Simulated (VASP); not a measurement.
# In (I4/mmm) in VASP: settings compared

The runs below take In through single point, with LDA, pbe exchange, lda correlation.

All numbers are computed with VASP 6.6.1; they aren't measurements. Logs are shortened: lines on timing, memory, paths and dates and some standing lists are left out, and cuts for length are marked.

## (1) The cell of the first run

The structure is tetragonal, space group I4/mmm (No. 139). The conventional cell has a = 3.251 Å, b = 3.251 Å, c = 4.947 Å, α = 90.00°, β = 90.00°, γ = 90.00°. Within 4.3 Å of In (site symmetry 4/mmm) lie 12 In at 3.25 to 3.38 Å.

## (2) Single point, LDA, collinear spin, zero start

The input, INCAR:

```
ALGO = Normal
EDIFF = 1E-6
ENCUT = 500
GGA = CA
GGA_COMPAT = False
ISIF = 2
ISMEAR = -1
ISPIN = 2
LASPH = True
LCHARG = True
LELF = True
LORBIT = 11
LREAL = False
LVHAR = True
LWAVE = False
MAGMOM = 0
NBANDS = 16
NELM = 200
PREC = Accurate
SIGMA = 0.15
```

The input, KPOINTS:

```
k-points
0
Gamma
  11 11 11
```

The input, POSCAR:

```
In
1.0
   -1.6254700000      1.6254700000      2.4737000000
    1.6254700000     -1.6254700000      2.4737000000
    1.6254700000      1.6254700000     -2.4737000000
In
1
Direct
    0.0000000000      0.0000000000      0.0000000000
```

Potentials or basis: VASP PAW LDA potentials, release 64 (In_d).

Started as:

```sh
$ cat potpaw_LDA.64/In_d/POTCAR > POTCAR
$ mpirun -np 1 vasp_std > vasp.out
```

OUTCAR:

```text
EDIFF = 1E-6
   ENCUT = 500
   GGA = CA
   ISIF = 2
   ISMEAR = -1
   ISPIN = 2
   LASPH = True
   LORBIT = 11
   LREAL = False
   NELM = 200
   PREC = Accurate

 ion  position               nearest neighbor table
   1  0.000  0.000  0.000-

  LATTYP: Found a body centered tetragonal cell.
 ALAT       =     3.2509400000
 C/A-ratio  =     1.5218367611

  Lattice vectors:

 A1 = (  -1.6254700000,   1.6254700000,   2.4737000000)
 A2 = (   1.6254700000,  -1.6254700000,   2.4737000000)
 A3 = (   1.6254700000,   1.6254700000,  -2.4737000000)

Analysis of symmetry for initial positions (statically):
=====================================================================
 Subroutine PRICEL returns:
 Original cell was already a primitive cell.

 Routine SETGRP: Setting up the symmetry group for a
 body centered tetragonal supercell.

 Subroutine GETGRP returns: Found 16 space group operations
 (whereof 16 operations were pure point group operations)
 out of a pool of 16 trial point group operations.

The static configuration has the point symmetry D_4h.

Analysis of symmetry for dynamics (positions and initial velocities):
=====================================================================
 Subroutine PRICEL returns:
 Original cell was already a primitive cell.

 Routine SETGRP: Setting up the symmetry group for a
 body centered tetragonal supercell.

 Subroutine GETGRP returns: Found 16 space group operations
 (whereof 16 operations were pure point group operations)
 out of a pool of 16 trial point group operations.

The dynamic configuration has the point symmetry D_4h.

Analysis of structural, dynamic, and magnetic symmetry:
=====================================================================
 Subroutine PRICEL returns:
 Original cell was already a primitive cell.

 Routine SETGRP: Setting up the symmetry group for a
 body centered tetragonal supercell.

 Subroutine GETGRP returns: Found 16 space group operations
 (whereof 16 operations were pure point group operations)
 out of a pool of 16 trial point group operations.

The overall configuration has the point symmetry D_4h.

 Subroutine INISYM returns: Found 16 space group operations
 (whereof 16 operations are pure point group operations),
 and found     1 'primitive' translations

----------------------------------------------------------------------------------------

                                     Primitive cell

  volume of cell :      26.1436

  direct lattice vectors                    reciprocal lattice vectors
    -1.625470000  1.625470000  2.473700000     0.000000000  0.307603339  0.202126369
     1.625470000 -1.625470000  2.473700000     0.307603339  0.000000000  0.202126369
     1.625470000  1.625470000 -2.473700000     0.307603339  0.307603339  0.000000000

  length of vectors
     3.376906444  3.376906444  3.376906444     0.368069129  0.368069129  0.435016814

  position of ions in fractional coordinates (direct lattice)
     0.000000000  0.000000000  0.000000000

  ion indices of the primitive-cell ions
   primitive index   ion index
                 1           1

----------------------------------------------------------------------------------------

 KPOINTS: k-points

Automatic generation of k-mesh.
 Grid dimensions read from file:
 generate k-points for:   11   11   11

 Generating k-lattice:

  Cartesian coordinates                     Fractional coordinates (reciprocal lattice)
     0.000000000  0.027963940  0.018375124     0.090909091  0.000000000 -0.000000000
     0.027963940  0.000000000  0.018375124     0.000000000  0.090909091 -0.000000000
     0.027963940  0.027963940  0.000000000     0.000000000  0.000000000  0.090909091

  Length of vectors
     0.033460830  0.033460830  0.039546983

  Shift w.r.t. Gamma in fractional coordinates (k-lattice)
     0.000000000  0.000000000  0.000000000

 Subroutine IBZKPT returns following result:
 ===========================================

 Found    126 irreducible k-points:

 Following reciprocal coordinates:
            Coordinates               Weight
  0.000000  0.000000  0.000000      1.000000
  0.090909  0.000000 -0.000000      8.000000
  0.181818  0.000000 -0.000000      8.000000
  0.272727  0.000000 -0.000000      8.000000
  0.363636  0.000000 -0.000000      8.000000
  0.454545  0.000000 -0.000000      8.000000
[... 16 lines left out ...]
 -0.272727  0.181818 -0.000000     16.000000
 -0.181818  0.181818  0.000000      4.000000
 [... further k-points ...]
   k-points           NKPTS =    126   k-points in BZ     NKDIM =    126   number of bands    NBANDS=     16
   number of dos      NEDOS =    301   number of ions     NIONS =      1
   total plane-waves  NPLWV =  21952
   dimension x,y,z NGX =    28 NGY =   28 NGZ =   28
   dimension x,y,z NGXF=    56 NGYF=   56 NGZF=   56
   ions per type =               1
   NGX,Y,Z   is equivalent  to a cutoff of  13.78, 13.78, 13.78 a.u.
   NGXF,Y,Z  is equivalent  to a cutoff of  27.57, 27.57, 27.57 a.u.
 SYSTEM =  unknown system
   PREC   = accura    normal or accurate (medium, high low for compatibility)
   ISTART =      0    job   : 0-new  1-cont  2-samecut
   ICHARG =      2    charge: 1-file 2-atom 10-const
   ISPIN  =      2    spin polarized calculation?
   LNONCOLLINEAR =      F non collinear calculations
   LSORBIT =      F    spin-orbit coupling
   LASPH  =      T    aspherical Exc in radial PAW
   ENCUT  =  500.0 eV  36.75 Ry    6.06 a.u.   6.16  6.16  6.16*2*pi/ulx,y,z
   NELM   =    200;   NELMIN=  2; NELMDL= -5     # of ELM steps
   EDIFF  = 0.1E-05   stopping-criterion for ELM
   LREAL  =      F    real-space projection
   EDIFFG = 0.1E-04   stopping-criterion for IOM
   NSW    =      0    number of steps for IOM
   IBRION =     -1    ionic relax: 0-MD 1-quasi-New 2-CG
   NFREE  =      0    steps in history (QN), initial steepest desc. (CG)
   ISIF   =      2    stress and relaxation
   ISYM   =      2    0-nonsym 1-usesym 2-fastsym
   POTIM  = 0.5000    time-step for ionic-motion
   TEBEG  =    0.0;   TEEND  =   0.0 temperature during run
   PSTRESS=    0.0 pullay stress
   NELECT =      13.0000    total number of electrons
   NUPDOWN=      -1.0000    fix difference up-down
   EMIN   =  10.00;   EMAX   =-10.00  energy-range for DOS
   EFERMI =   0.00;   METHOD = LEGACY
   ISMEAR =    -1;   SIGMA  =   0.15  broadening in eV -4-tet -1-fermi 0-gaus
   EFERMI_NEDOS =   21; number of points for ismear=-14 and -15
   IALGO  =     38    algorithm
   IMIX   =      4    mixing-type and parameters
     AMIX     =   0.40;   BMIX     =  1.00
     AMIX_MAG =   1.60;   BMIX_MAG =  1.00
  volume/ion in A,a.u.               =      26.14       176.43
  Fermi-wavevector in a.u.,A,eV,Ry     =   1.296983  2.450943 22.887245  1.682165
  Thomas-Fermi vector in A             =   2.428405
   LORBIT       =     11    0 simple, 1 ext, 2 COOP (PROOUT), +10 PAW based schemes
   GGA     = CA    functional components
   LHFCALC =     F    Hartree Fock is set to
   AEXX    =    0.0000 exact exchange contribution
   IVDW    =     0    specifies the selected vdW correction
   LEPSILON=     F    determine dielectric tensor
   LRPA    =     F    only Hartree local field effects (RPA)
 spin polarized calculation
  energy-cutoff  :      500.00
  volume of cell :       26.14
 maximum number of plane-waves:       678
 NGX is ok and might be reduce to    28
   NGX = 13   NGY = 13   NGZ = 13

 number of electron      13.0000006 magnetization      -0.0000090

 number of electron      13.0000006 magnetization       0.0000008

 Free energy of the ion-electron system (eV)
  ---------------------------------------------------
  ext. energy  EPLUGINS =         0.00000000
  ---------------------------------------------------
  free energy    TOTEN  =        -3.22070840 eV

  energy without entropy =       -3.18514682  energy(sigma->0) =       -3.20292761

 E-fermi :   7.2104     XC(G=0): -10.5299

 val. band max:        7.1928506100   @ k =   0.3636   0.2727   0.1818
 cond. band min:       7.2144852590   @ k =  -0.4545  -0.4545   0.1818
 fundamental gap:      0.0216346491
 Fermi energy:         7.2104246003

 spin component 1

 k-point     1 :       0.0000    0.0000    0.0000
  band No.  band energies     occupation
      1      -7.3981      1.00000
      2      -7.2889      1.00000
      3      -7.2889      1.00000
      4      -7.2055      1.00000
      5      -7.1010      1.00000
      6      -2.3441      1.00000
[... 8 lines left out ...]
     15      23.3982      0.00000
     16      25.9983      0.00000
[... 419 lines left out ...]
 k-point    24 :      -0.1818    0.1818    0.0000
  band No.  band energies     occupation
      1      -7.3600      1.00000
      2      -7.2636      1.00000
      3      -7.2129      1.00000
      4      -7.2080      1.00000
      5      -7.1229      1.00000
      6      -1.3244      1.00000
[... 8 lines left out ...]
     15      25.8692      0.00000
     16      26.2241      0.00000

 [... further k-points ...]

 spin component 2

 k-point     1 :       0.0000    0.0000    0.0000
  band No.  band energies     occupation
      1      -7.3981      1.00000
      2      -7.2889      1.00000
      3      -7.2889      1.00000
      4      -7.2055      1.00000
      5      -7.1010      1.00000
      6      -2.3441      1.00000
[... 8 lines left out ...]
     15      23.3982      0.00000
     16      25.9947      0.00000
[... 419 lines left out ...]
 k-point    24 :      -0.1818    0.1818    0.0000
  band No.  band energies     occupation
      1      -7.3600      1.00000
      2      -7.2636      1.00000
      3      -7.2129      1.00000
      4      -7.2080      1.00000
      5      -7.1229      1.00000
      6      -1.3244      1.00000
[... 8 lines left out ...]
     15      25.8692      0.00000
     16      26.2241      0.00000

 [... further k-points ...]

------------------------ aborting loop because EDIFF is reached ----------------------------------------

  FORCE on cell =-STRESS in cart. coord.  units (eV):
  Direction    XX          YY          ZZ          XY          YZ          ZX
  --------------------------------------------------------------------------------------
  -------------------------------------------------------------------------------------
  Total       -0.3752594     -0.3752594     -0.4212368      0.0000000      0.0000000      0.0000000
  in kB      -22.9973216    -22.9973216    -25.8149914      0.0000000      0.0000000      0.0000000
  external PRESSURE =     -23.9365449 kB  Pullay stress =       0.0000000 kB

 VOLUME and BASIS-vectors are now :
 -----------------------------------------------------------------------------
  energy-cutoff  :      500.00
  volume of cell :       26.14
      direct lattice vectors                 reciprocal lattice vectors
    -1.625470000  1.625470000  2.473700000     0.000000000  0.307603339  0.202126369
     1.625470000 -1.625470000  2.473700000     0.307603339  0.000000000  0.202126369
     1.625470000  1.625470000 -2.473700000     0.307603339  0.307603339  0.000000000

 POSITION                                       TOTAL-FORCE (eV/Angst)
 -----------------------------------------------------------------------------------
      0.00000      0.00000      0.00000         0.000000      0.000000     -0.000000
 -----------------------------------------------------------------------------------
    total drift:                                0.000000      0.000000      0.000000

  FREE ENERGIE OF THE ION-ELECTRON SYSTEM (eV)
  ---------------------------------------------------
  free  energy   TOTEN  =        -3.2207083975 eV

  energy  without entropy=       -3.1851468202  energy(sigma->0) =       -3.20292761

 total charge

# of ion       s       p       d       tot
------------------------------------------
    1        1.017   0.497   9.846  11.360

 magnetization (x)

# of ion       s       p       d       tot
------------------------------------------
    1        0.000   0.000  -0.000   0.000
```

Wall time 3.8 min (1 thread of AMD EPYC 7R43 (Zen 3), shared host); peak memory 0.16 GiB.

Results:

```
Free energy                                           : -3.2207 eV
Pressure                                              : -2.4 GPa
Net moment                                            : 0.00 μB per cell
Valence electrons inside the program's atomic spheres : In 11.36
```

Caveat: spin-orbit coupling is left out, which moves the levels of the heavy elements.

## (3) Single point, pbe exchange, lda correlation, collinear spin

The input, INCAR:

```
SYSTEM = In
PREC     = Accurate       ! precision mode
ENCUT    = 500            ! plane-wave cutoff, eV
EDIFF    = 1E-6           ! SCF threshold, eV
ISMEAR   = 1              ! smearing method
SIGMA    = 0.05           ! smearing width, eV
LREAL    = .False.        ! projectors in reciprocal space
LASPH    = .True.         ! aspherical terms in the spheres
NELM     = 200            ! most SCF steps
ALGO     = Normal         ! electronic algorithm
ISIF     = 2              ! what is computed and relaxed
LWAVE    = .False.        ! write WAVECAR
LCHARG   = .False.        ! write CHGCAR
ISPIN    = 2              ! spin polarisation
MAGMOM   = 0.81           ! initial moments
LORBIT   = 11             ! projections on sites
NUPDOWN  = 1.0            ! fixed moment
GGA      = LIBXC          ! functional
LIBXC1   = GGA_X_PBE    
LIBXC2   = LDA_C_PW     
NBANDS   = 16             ! bands
GGA_COMPAT= .False.
```

The input, KPOINTS:

```
Automatic mesh
0
Gamma
  11 11 11
  0 0 0
```

POSCAR is that of step 2.

Potentials or basis: VASP PAW PBE potentials, release 64 (In_d).

Started as:

```sh
$ cat potpaw_PBE.64/In_d/POTCAR > POTCAR
$ mpirun -np 1 vasp_std > vasp.out
```

Run time: 4.1 min. Hardware: 1 thread of AMD EPYC 7R43 (Zen 3), shared host; peak memory 0.18 GiB.

The run converged. Its results:

| Quantity | Value |
| --- | --- |
| Free energy | -0.6890 eV |
| Pressure | 13.8 GPa |
| Net moment | 1.00 μB per cell |
| Site moments | In +0.47 μB |
| Valence electrons inside the program's atomic spheres | In 11.40 |

Stress tensor (GPa, compression positive):
```
13.91  0.00  0.00
 0.00 13.91  0.00
 0.00  0.00 13.53
```

Caveat: the cell stands under pressure; the PAW data sets were made with another functional, which shifts forces and pressure a little; spin-orbit coupling is left out, which moves the levels of the heavy elements; the total moment is fixed, so each spin has its own Fermi level.

## (4) Single point, LDA

The input, INCAR:

```
SYSTEM = In
PREC     = Accurate       ! precision mode
ENCUT    = 520            ! plane-wave cutoff, eV
EDIFF    = 1E-6           ! SCF threshold, eV
ISMEAR   = 0              ! smearing method
SIGMA    = 0.05           ! smearing width, eV
LREAL    = .FALSE.        ! projectors in reciprocal space
LASPH    = .TRUE.         ! aspherical terms in the spheres
NELM     = 100            ! most SCF steps
ALGO     = Normal         ! electronic algorithm
ISIF     = 2              ! what is computed and relaxed
LWAVE    = .FALSE.        ! write WAVECAR
LCHARG   = .FALSE.        ! write CHGCAR
NBANDS   = 12             ! bands
```

The input, KPOINTS:

```
Automatic mesh
0
G
  11 11 11
  0 0 0
```

The input, POSCAR:

```
In
1.0
    3.3769064400      0.0000000000      0.0000000000
    0.2472340469      3.3678438845      0.0000000000
   -1.8120702438     -1.6839219426      2.2987617161
In
1
Direct
    0.0000000000      0.0000000000      0.0000000000
```

Potentials or basis: VASP PAW LDA potentials, release 64 (In_d).

Started as:

```sh
$ cat potpaw_LDA.64/In_d/POTCAR > POTCAR
$ mpirun -np 1 vasp_std > vasp.out
```

Wall time 41 s (1 thread of Intel Xeon 8259CL, shared host); peak memory 0.17 GiB.

It converged, with:

```
Free energy            : -3.2031 eV
Pressure               : -2.6 GPa
Band gap on the k mesh : zero (an odd number of electrons rules out a gap without spin polarisation)
```

Stress tensor (GPa, compression positive):
```
-2.64 -0.17  0.00
-0.17 -2.61  0.00
 0.00  0.00 -2.46
```

Levels at points of the mesh, in eV from the Fermi level:
```
           k point  band 3  band 4  band 5  band 6  band 7  band 8  band 9  band 10
(0.00, 0.00, 0.00)  -14.55  -14.47  -14.36   -9.60   10.39   10.39   10.55    11.65
```

Caveat: spin-orbit coupling is left out, which moves the levels of the heavy elements.

## (5) The runs side by side

```tsv
level	potentials or basis	spin	fixed moment (μB)	cutoff (eV)	smearing	gap on the mesh (eV)	pressure (GPa)	moment (μB)
LDA	VASP PAW LDA potentials, release 64 (In_d)	collinear, zero start	-	500	fermi-dirac 0.15 eV	none	-2.4	0.00
pbe exchange, lda correlation	VASP PAW PBE potentials, release 64 (In_d)	collinear	1.0	500	methfessel-paxton 0.05 eV	-	13.8	1.00
LDA	VASP PAW LDA potentials, release 64 (In_d)	off	-	520	gaussian 0.05 eV	none	-2.6	-
```

Alike in all rows: task single point; cell a = 3.377 Å, angles 122.5, 122.5, 85.8°, 1 atom; k mesh 11 × 11 × 11.

Caveats: spin-orbit coupling is left out, which moves the levels of the heavy elements; the cell stands under pressure (at least some runs); the PAW data sets were made with another functional, which shifts forces and pressure a little (at least some runs); the total moment is fixed, so each spin has its own Fermi level (at least some runs).

Total energies depend on the potentials used, so only differences within one code and one set of settings carry meaning.
